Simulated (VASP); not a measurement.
Input of a VASP 6.6.1 run:

The input INCAR:

```
PREC     = Accurate       # precision mode
ENCUT    = 600            # plane-wave cutoff, eV
EDIFF    = 1E-7           # SCF threshold, eV
ISMEAR   = 0              # smearing method
SIGMA    = 0.1            # smearing width, eV
LREAL    = F              # projectors in reciprocal space
LASPH    = T              # aspherical terms in the spheres
NELM     = 60             # most SCF steps
ALGO     = Normal         # electronic algorithm
ISIF     = 3              # what is computed and relaxed
LWAVE    = F              # write WAVECAR
LCHARG   = F              # write CHGCAR
GGA      = PE             # functional
IBRION   = 2              # ionic algorithm
NSW      = 90             # ionic steps
EDIFFG   = -0.04          # ionic threshold
```

The input KPOINTS:

```
regular mesh
0
Gamma
  3 3 3
```

The input POSCAR:

```
Cs3Ge2S3
1.0
    3.2568108800      1.8803206400      7.5386219300
   -3.2568108800      1.8803206400      7.5386219300
    0.0000000000     -3.7606412700      7.5386219300
Cs Ge S
3 2 3
Direct
    0.5000000000      0.5000000000      0.5000000000
    0.0807000000      0.0807000000      0.0807000000
    0.9193000000      0.9193000000      0.9193000000
    0.2423000000      0.2423000000      0.2423000000
    0.7577000000      0.7577000000      0.7577000000
    0.5000000000      0.5000000000      0.0000000000
    0.0000000000      0.5000000000      0.5000000000
    0.5000000000      0.0000000000      0.5000000000
```

Potentials or basis: VASP PAW PBE potentials, release 64 (Cs_sv, Ge_d, S).

Run with:

```sh
$ cat potpaw_PBE.64/Cs_sv/POTCAR potpaw_PBE.64/Ge_d/POTCAR potpaw_PBE.64/S/POTCAR > POTCAR
$ mpirun -np 1 vasp_std > vasp.out
```

Question: What does it give for the space group after relaxing (to 0.1 Å)?

Answer: R-3m (No. 166).

Question: What does it give for the relaxed cell?

Answer: a = 7.747 Å, b = 7.747 Å, c = 7.747 Å, α = 58.16°, β = 58.16°, γ = 58.16°.

Question: Estimate the band gap on the k mesh.

Answer: Zero (an odd number of electrons rules out a gap without spin polarisation).

Question: Estimate the relaxed volume.

Answer: 39.36 Å³/atom.

Forces on the atoms (eV/Å):
```
Cs   0.000  0.000  0.000
Cs   0.000  0.000 -0.039
Cs   0.000  0.000  0.039
Ge   0.000  0.000  0.038
Ge   0.000  0.000 -0.038
S    0.000  0.000  0.000
S    0.000  0.000  0.000
S    0.000  0.000  0.000
```

Caveat: the k points lie up to 0.34 Å⁻¹ apart in the final cell, too coarse for converged energies and pressures of a metal; spin-orbit coupling is left out, which moves the levels of the heavy elements.
